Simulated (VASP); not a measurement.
# Y in VASP: relaxation of the atoms with revPBE

Aim: the relaxation of the atoms of Y with revPBE.

Everything below comes from runs of VASP 6.6.1. Logs are shortened: lines on timing, memory, paths and dates and some standing lists are left out, and cuts for length are marked.

## (1) The cell of the first run

The cell holds a slab with vacuum, 2 atoms: a = 3.580 Å, b = 5.062 Å, c = 17.790 Å, α = 90.00°, β = 90.00°, γ = 90.00°.

## (2) Relaxation of the atoms, revPBE

Input file INCAR:

```
ALGO = Normal ; DIPOL = 0.5 0.5 0.500
EDIFF = 1E-7 ; EDIFFG = -0.01
ENCUT = 520 ; GGA = RE
IBRION = 2 ; IDIPOL = 3
ISIF = 2 ; ISMEAR = -1
LASPH = True ; LCHARG = False
LDIPOL = True ; LREAL = False
LWAVE = False ; NELM = 100
NSW = 32 ; PREC = Accurate
SIGMA = 0.05
```

Input file KPOINTS:

```
k-points
0
Gamma
  9 7 1
```

Input file POSCAR:

```
Y
1.0
    3.5795110393      0.0000000000      0.0000000000
    0.0000000000      5.0621930585      0.0000000000
    0.0000000000      0.0000000000     17.7898000000
Y
2
Direct
    0.2500000000      0.2500000000      0.4546472079
    0.7500000000      0.7500000000      0.5453527921
```

Potentials or basis: VASP PAW PBE potentials, release 64 (Y_sv).

Run with:

```sh
cat potpaw_PBE.64/Y_sv/POTCAR > POTCAR
mpirun -np 1 vasp_std > vasp.out
```

OUTCAR:

```text
EDIFF = 1E-7
   EDIFFG = -0.01
   ENCUT = 520
   GGA = RE
   IBRION = 2
   ISIF = 2
   ISMEAR = -1
   LASPH = True
   LREAL = False
   NELM = 100
   NSW = 32
   PREC = Accurate

 ion  position               nearest neighbor table
   1  0.250  0.250  0.455-   2 3.49   2 3.49   2 3.49   2 3.49
   2  0.750  0.750  0.545-   1 3.49   1 3.49   1 3.49   1 3.49

  LATTYP: Found a simple orthorhombic cell.
 ALAT       =     3.5795110393
 B/A-ratio  =     1.4142135624
 C/A-ratio  =     4.9698966716

  Lattice vectors:

 A1 = (   3.5795110393,   0.0000000000,   0.0000000000)
 A2 = (   0.0000000000,   5.0621930585,   0.0000000000)
 A3 = (   0.0000000000,   0.0000000000,  17.7898000000)

Analysis of symmetry for initial positions (statically):
=====================================================================
 Subroutine PRICEL returns:
 Original cell was already a primitive cell.

 Routine SETGRP: Setting up the symmetry group for a
 simple orthorhombic supercell.

 Subroutine GETGRP returns: Found  8 space group operations
 (whereof  2 operations were pure point group operations)
 out of a pool of  8 trial point group operations.

The static configuration has the point symmetry S_2 .
 The point group associated with its full space group is D_2h.

Analysis of symmetry for dynamics (positions and initial velocities):
=====================================================================
 Subroutine PRICEL returns:
 Original cell was already a primitive cell.

 Routine SETGRP: Setting up the symmetry group for a
 simple orthorhombic supercell.

 Subroutine GETGRP returns: Found  8 space group operations
 (whereof  2 operations were pure point group operations)
 out of a pool of  8 trial point group operations.

The dynamic configuration has the point symmetry S_2 .
 The point group associated with its full space group is D_2h.

 Subroutine INISYM returns: Found  8 space group operations
 (whereof  2 operations are pure point group operations),
 and found     1 'primitive' translations

----------------------------------------------------------------------------------------

                                     Primitive cell

  volume of cell :     322.3543

  direct lattice vectors                    reciprocal lattice vectors
     3.579511039  0.000000000  0.000000000     0.279367765  0.000000000  0.000000000
     0.000000000  5.062193059  0.000000000     0.000000000  0.197542841  0.000000000
     0.000000000  0.000000000 17.789800000     0.000000000  0.000000000  0.056211987

  length of vectors
     3.579511039  5.062193059 17.789800000     0.279367765  0.197542841  0.056211987

  position of ions in fractional coordinates (direct lattice)
     0.250000000  0.250000000  0.454647208
     0.750000000  0.750000000  0.545352792

  ion indices of the primitive-cell ions
   primitive index   ion index
                 1           1
                 2           2

----------------------------------------------------------------------------------------

 KPOINTS: k-points

Automatic generation of k-mesh.
 Grid dimensions read from file:
 generate k-points for:    9    7    1

 Generating k-lattice:

  Cartesian coordinates                     Fractional coordinates (reciprocal lattice)
     0.031040863  0.000000000  0.000000000     0.111111111  0.000000000  0.000000000
     0.000000000  0.028220406  0.000000000     0.000000000  0.142857143  0.000000000
     0.000000000  0.000000000  0.056211987     0.000000000  0.000000000  1.000000000

  Length of vectors
     0.031040863  0.028220406  0.056211987

  Shift w.r.t. Gamma in fractional coordinates (k-lattice)
     0.000000000  0.000000000  0.000000000

 Subroutine IBZKPT returns following result:
 ===========================================

 Found     20 irreducible k-points:

 Following reciprocal coordinates:
            Coordinates               Weight
  0.000000  0.000000  0.000000      1.000000
  0.111111  0.000000  0.000000      2.000000
  0.222222  0.000000  0.000000      2.000000
  0.333333  0.000000  0.000000      2.000000
  0.444444  0.000000  0.000000      2.000000
  0.000000  0.142857  0.000000      2.000000
[... 12 lines left out ...]
  0.333333  0.428571  0.000000      4.000000
  0.444444  0.428571  0.000000      4.000000
   k-points           NKPTS =     20   k-points in BZ     NKDIM =     20   number of bands    NBANDS=     15
   number of dos      NEDOS =    301   number of ions     NIONS =      2
   total plane-waves  NPLWV = 156800
   dimension x,y,z NGX =    28 NGY =   40 NGZ =  140
   dimension x,y,z NGXF=    56 NGYF=   80 NGZF=  280
   ions per type =               2
   NGX,Y,Z   is equivalent  to a cutoff of  13.00, 13.14, 13.08 a.u.
   NGXF,Y,Z  is equivalent  to a cutoff of  26.01, 26.27, 26.17 a.u.
 SYSTEM =  unknown system
   PREC   = accura    normal or accurate (medium, high low for compatibility)
   ISTART =      0    job   : 0-new  1-cont  2-samecut
   ICHARG =      2    charge: 1-file 2-atom 10-const
   ISPIN  =      1    spin polarized calculation?
   LNONCOLLINEAR =      F non collinear calculations
   LSORBIT =      F    spin-orbit coupling
   LASPH  =      T    aspherical Exc in radial PAW
   ENCUT  =  520.0 eV  38.22 Ry    6.18 a.u.   6.66  9.41 33.08*2*pi/ulx,y,z
   NELM   =    100;   NELMIN=  2; NELMDL= -5     # of ELM steps
   EDIFF  = 0.1E-06   stopping-criterion for ELM
   LREAL  =      F    real-space projection
   EDIFFG = -.1E-01   stopping-criterion for IOM
   NSW    =     32    number of steps for IOM
   IBRION =      2    ionic relax: 0-MD 1-quasi-New 2-CG
   NFREE  =      1    steps in history (QN), initial steepest desc. (CG)
   ISIF   =      2    stress and relaxation
   ISYM   =      2    0-nonsym 1-usesym 2-fastsym
   POTIM  = 0.5000    time-step for ionic-motion
   TEBEG  =    0.0;   TEEND  =   0.0 temperature during run
   PSTRESS=    0.0 pullay stress
   NELECT =      22.0000    total number of electrons
   NUPDOWN=      -1.0000    fix difference up-down
   EMIN   =  10.00;   EMAX   =-10.00  energy-range for DOS
   EFERMI =   0.00;   METHOD = LEGACY
   ISMEAR =    -1;   SIGMA  =   0.05  broadening in eV -4-tet -1-fermi 0-gaus
   EFERMI_NEDOS =   21; number of points for ismear=-14 and -15
   IALGO  =     38    algorithm
   IMIX   =      4    mixing-type and parameters
     AMIX     =   0.40;   BMIX     =  1.00
     AMIX_MAG =   1.60;   BMIX_MAG =  1.00
  volume/ion in A,a.u.               =     161.18      1087.68
  Fermi-wavevector in a.u.,A,eV,Ry     =   0.669018  1.264261  6.089767  0.447585
  Thomas-Fermi vector in A             =   1.744106
   LORBIT       =      0    0 simple, 1 ext, 2 COOP (PROOUT), +10 PAW based schemes
   GGA     = RE    functional components
   LHFCALC =     F    Hartree Fock is set to
   AEXX    =    0.0000 exact exchange contribution
   IVDW    =     0    specifies the selected vdW correction
   LEPSILON=     F    determine dielectric tensor
   LRPA    =     F    only Hartree local field effects (RPA)
 conjugate gradient relaxation of ions
 non-spin polarized calculation
  energy-cutoff  :      520.00
  volume of cell :      322.35
 maximum number of plane-waves:      8739
 NGX is ok and might be reduce to    28
   NGX = 13   NGY = 19   NGZ = 67

--------------------------------------- Ionic step        1  -------------------------------------------

 number of electron      22.0000001 magnetization

 Free energy of the ion-electron system (eV)
  ---------------------------------------------------
  ext. energy  EPLUGINS =         0.00000000
  ---------------------------------------------------
  free energy    TOTEN  =        -9.89354315 eV

  energy without entropy =       -9.85191096  energy(sigma->0) =       -9.87272706

------------------------ aborting loop because EDIFF is reached ----------------------------------------

  FORCE on cell =-STRESS in cart. coord.  units (eV):
  Direction    XX          YY          ZZ          XY          YZ          ZX
  --------------------------------------------------------------------------------------
  -------------------------------------------------------------------------------------
  Total       -0.8941197     -2.6800154      0.1163577     -0.0000000      0.0000000      0.0000000
  in kB       -4.4439871    -13.3203119      0.5783254     -0.0000000      0.0000000      0.0000000
  external PRESSURE =      -5.7286579 kB  Pullay stress =       0.0000000 kB
[... 93 lines left out ...]
  energy  without entropy=       -9.8530069368  energy(sigma->0) =       -9.87404142

--------------------------------------- Ionic step        4  -------------------------------------------

 number of electron      22.0000001 magnetization

 dipolmoment           0.000000      0.000000     -0.000000 electrons x Angstroem

------------------------ aborting loop because EDIFF is reached ----------------------------------------

  FORCE on cell =-STRESS in cart. coord.  units (eV):
  Direction    XX          YY          ZZ          XY          YZ          ZX
  --------------------------------------------------------------------------------------
  -------------------------------------------------------------------------------------
  Total       -1.0111150     -3.0587359     -0.0465878     -0.0000000      0.0000000      0.0000000
  in kB       -5.0254814    -15.2026426     -0.2315526     -0.0000000      0.0000000      0.0000000
  external PRESSURE =      -6.8198922 kB  Pullay stress =       0.0000000 kB
[... 21 lines left out ...]
  energy  without entropy=       -9.8521749489  energy(sigma->0) =       -9.87369560

--------------------------------------- Ionic step        5  -------------------------------------------

 number of electron      22.0000002 magnetization

 dipolmoment           0.000000      0.000000      0.000000 electrons x Angstroem

 Free energy of the ion-electron system (eV)
  ---------------------------------------------------
  ext. energy  EPLUGINS =         0.00000000
  ---------------------------------------------------
  free energy    TOTEN  =        -9.89546630 eV

  energy without entropy =       -9.85288117  energy(sigma->0) =       -9.87417373

 E-fermi :  -1.4900     XC(G=0):  -3.0247

 val. band max:       -1.5140616205   @ k =   0.0000   0.4286   0.0000
 cond. band min:      -1.4825216728   @ k =   0.2222   0.4286   0.0000
 fundamental gap:      0.0315399477
 Fermi energy:        -1.4899527924

 k-point     1 :       0.0000    0.0000    0.0000
  band No.  band energies     occupation
      1     -44.9990      2.00000
      2     -44.9488      2.00000
      3     -25.1133      2.00000
      4     -25.0201      2.00000
      5     -25.0176      2.00000
      6     -24.7647      2.00000
      7     -24.7149      2.00000
      8     -24.6484      2.00000
      9      -4.9342      2.00000
     10      -2.7860      2.00000
     11      -2.1117      1.99999
     12      -0.8730      0.00001
     13      -0.7697      0.00000
     14      -0.6548      0.00000
     15      -0.0593      0.00000
[... 327 lines left out ...]
      1     -44.9545      2.00000
      2     -44.9526      2.00000
      3     -25.0752      2.00000
      4     -25.0626      2.00000
      5     -25.0372      2.00000
      6     -25.0196      2.00000
      7     -24.7702      2.00000
      8     -24.7628      2.00000
      9      -2.2683      2.00000
     10      -2.1487      2.00000
     11      -1.4062      0.31577
     12      -1.4023      0.29548
     13      -0.5771      0.00000
     14      -0.5665      0.00000
     15       0.3897      0.00000

------------------------ aborting loop because EDIFF is reached ----------------------------------------

 vacuum level on the upper side and lower side of the slab       (xc-potential included)        -0.015        -0.015

  FORCE on cell =-STRESS in cart. coord.  units (eV):
  Direction    XX          YY          ZZ          XY          YZ          ZX
  --------------------------------------------------------------------------------------
  -------------------------------------------------------------------------------------
  Total       -0.9809267     -2.9633110     -0.0032486      0.0000000      0.0000000      0.0000000
  in kB       -4.8754381    -14.7283582     -0.0161464      0.0000000      0.0000000      0.0000000
  external PRESSURE =      -6.5399809 kB  Pullay stress =       0.0000000 kB

 VOLUME and BASIS-vectors are now :
 -----------------------------------------------------------------------------
  energy-cutoff  :      520.00
  volume of cell :      322.35
      direct lattice vectors                 reciprocal lattice vectors
     3.579511039  0.000000000  0.000000000     0.279367765  0.000000000  0.000000000
     0.000000000  5.062193059  0.000000000     0.000000000  0.197542841  0.000000000
     0.000000000  0.000000000 17.789800000     0.000000000  0.000000000  0.056211987
[... 8 lines left out ...]
  FREE ENERGIE OF THE ION-ELECTRON SYSTEM (eV)
  ---------------------------------------------------
  free  energy   TOTEN  =        -9.8954662971 eV

  energy  without entropy=       -9.8528811711  energy(sigma->0) =       -9.87417373

 reached required accuracy - stopping structural energy minimisation

 vacuum level on the upper side and lower side of the slab         1.315         1.315
```

Run time: 7 min. Hardware: 1 thread of Intel Xeon Platinum 8488C (Sapphire Rapids), shared host; peak memory 0.47 GiB.

What came out:

| Property | Result |
| --- | --- |
| Free energy | -9.8955 eV |
| Energy gained by relaxing | 1.0 meV/atom |
| Ionic steps | 5 |
| Band gap on the k mesh | zero (bands 11 and 12 overlap by 0.39 eV) |

Step by step:
| step | energy change (eV) | largest force (eV/Å) | pressure (GPa) |
| --- | --- | --- | --- |
| 1 | 0.0000 | 0.0743 | -0.57 |
| 2 | -0.0005 | 0.0637 | -0.58 |
| 3 | -0.0015 | 0.0331 | -0.62 |
| 4 | -0.0017 | 0.0258 | -0.68 |
| 5 | -0.0019 | 0.0001 | -0.65 |

Final structure:
```xyz
2
Lattice="3.5795 0.0000 0.0000 0.0000 5.0622 0.0000 0.0000 0.0000 17.7898" Properties=species:S:1:pos:R:3 pbc="T T T"
Y     0.8949    1.2655    8.0617
Y     2.6846    3.7966    9.7281
```

Caveat: the PAW data sets were made with another functional, which shifts forces and pressure a little.

The gap in the log of VASP goes by the Fermi energy; the results here count the filled bands.